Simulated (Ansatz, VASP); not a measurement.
# One calculation of CdS, two programs

```
Cd S
1.0
     0.00000    2.87825    2.87825
     2.87825    0.00000    2.87825
     2.87825    2.87825    0.00000
Cd S
1 1
Direct
  0.00000 0.00000 0.00000
  0.25000 0.25000 0.25000
```

Alike in both runs: functional LDA; k mesh 8 × 8 × 8; occupations gaussian, width 0.02 eV; no spin polarisation.

Ansatz relaxed the structure, and its values are those at the end. VASP's run is a single point on that final structure, the one shown.

```csv
,VASP,Ansatz
version,VASP 6.6.1,Ansatz 0.2.0
potentials or method,"VASP PAW LDA potentials, release 64 (Cd, S), cutoff 520 eV","scalar-relativistic, plane waves, PAW"
valence electrons in the cell,18,26
```

|  | VASP | Ansatz | Ansatz less VASP |
| --- | --- | --- | --- |
| gap on the k mesh at the Fermi level (eV) | 0.98 | 0.95 | -0.030 |
| least direct gap on the mesh (eV) | 0.98 | 0.95 | -0.030 |
| pressure (GPa) | 0.6 | 0.0 | -0.55 |

LDA's correlation is that of Perdew and Zunger in VASP and of Perdew and Wang (1992) in Ansatz. VASP's potentials hold 18 valence electrons a cell and Ansatz's 26, so a difference there can come from the potentials and not from the codes.
